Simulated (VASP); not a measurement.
A run of VASP 6.6.1 is set up as follows.

The input INCAR:

```
ALGO     = Normal         # electronic algorithm
EDIFF    = 1E-6           # SCF threshold, eV
ENCUT    = 520            # plane-wave cutoff, eV
GGA      = PE             # functional
ISIF     = 2              # what is computed and relaxed
ISMEAR   = 0              # smearing method
LASPH    = True           # aspherical terms in the spheres
LCHARG   = False          # write CHGCAR
LREAL    = False          # projectors in reciprocal space
LWAVE    = False          # write WAVECAR
NBANDS   = 31             # bands
NELM     = 100            # most SCF steps
PREC     = Accurate       # precision mode
SIGMA    = 0.1            # smearing width, eV
```

The input KPOINTS:

```
k-points
0
Gamma
  4 4 4
```

Contents of POSCAR:

```
PtSe2
1.0
    5.9089399798      0.0000000000      0.0000000000
    0.0000000000      6.0888596267      0.0000000000
    0.0000000000      0.0000000000      3.9771711403
Pt Se
2 4
Direct
    0.5000000000      0.5000000000      0.5000000000
    0.0000000000      0.0000000000      0.0000000000
    0.2250000000      0.8250000000      0.5000000000
    0.7250000000      0.6750000000      0.0000000000
    0.7750000000      0.1750000000      0.5000000000
    0.2750000000      0.3250000000      0.0000000000
```

Potentials or basis: VASP PAW PBE potentials, release 64 (Pt, Se).

Run with:

```bash
$ cat potpaw_PBE.64/Pt/POTCAR potpaw_PBE.64/Se/POTCAR > POTCAR
$ mpirun -np 1 vasp_std > vasp.out
```

Task: Predict the pressure.

Result: -5.8 GPa.

Task: Predict the largest force.

Result: 0.710 eV/Å.

Task: Estimate the band gap on the k mesh.

Result: Zero (bands 22 and 23 overlap by 0.38 eV).

Stress tensor (GPa, compression positive):
```
-6.99  0.00  0.00
 0.00 -5.03  0.00
 0.00  0.00 -5.44
```

Caveat: the k points lie up to 0.39 Å⁻¹ apart; spin-orbit coupling is left out, which moves the levels of the heavy elements.
